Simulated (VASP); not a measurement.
Set up this calculation in VASP 6.6.1, as the native input.

- Task: single point
- Functional: LDA
- Potentials or basis: VASP PAW LDA potentials, release 64 (Ta_pv, N)
- Cutoff: 520 eV
- k mesh: 5 × 5 × 8
- Occupations: fermi-dirac, width 0.03 eV
- Spin: no spin polarisation
- Dipole correction: no
- Further INCAR settings: ALGO = Normal; EDIFF = 1e-06; NBANDS = 33

The structure of TaN lies in POSCAR:

```
TaN
1.0
    5.2886992409      0.0000000000      0.0000000000
   -2.6443496205      4.5801478956      0.0000000000
    0.0000000000      0.0000000000      2.9080000000
Ta N
3 3
Direct
    0.0000000000      0.0000000000      0.0000000000
    0.3333333333      0.6666666667      0.5000000000
    0.6666666667      0.3333333333      0.5000000000
    0.5000000000      0.0000000000      0.0000000000
    0.5000000000      0.5000000000      0.0000000000
    0.0000000000      0.5000000000      0.0000000000
```

This cell differs from its parent crystal: equal xx and yy strain of +2 %.

One way to write it, as run:

INCAR

```
ALGO     = Normal         # electronic algorithm
EDIFF    = 1E-6           # SCF threshold, eV
ENCUT    = 520            # plane-wave cutoff, eV
ISIF     = 2              # what is computed and relaxed
ISMEAR   = -1             # smearing method
LASPH    = True           # aspherical terms in the spheres
LCHARG   = True           # write CHGCAR
LELF     = True           # ELF
LREAL    = False          # projectors in reciprocal space
LVHAR    = True         
LWAVE    = False          # write WAVECAR
NBANDS   = 33             # bands
NELM     = 60             # most SCF steps
PREC     = Accurate       # precision mode
SIGMA    = 0.03           # smearing width, eV
```

KPOINTS

```
k-points
0
Gamma
  5 5 8
```

Potentials or basis: VASP PAW LDA potentials, release 64 (Ta_pv, N).

The run is started by

```console
$ cat potpaw_LDA.64/Ta_pv/POTCAR potpaw_LDA.64/N/POTCAR > POTCAR
$ mpirun -np 1 vasp_std > vasp.out
```

It gave:

```
Pressure               : -13.4 GPa
Band gap on the k mesh : zero (bands 24 and 25 overlap by 2.07 eV)
```

Caveat: the cell differs from its parent crystal (equal xx and yy strain of +2 %); the cell stands under tension; spin-orbit coupling is left out, which moves the levels of the heavy elements.

Run time: 95 s on 1 thread of AMD EPYC 7R13 (shared host), peak memory 0.16 GiB.
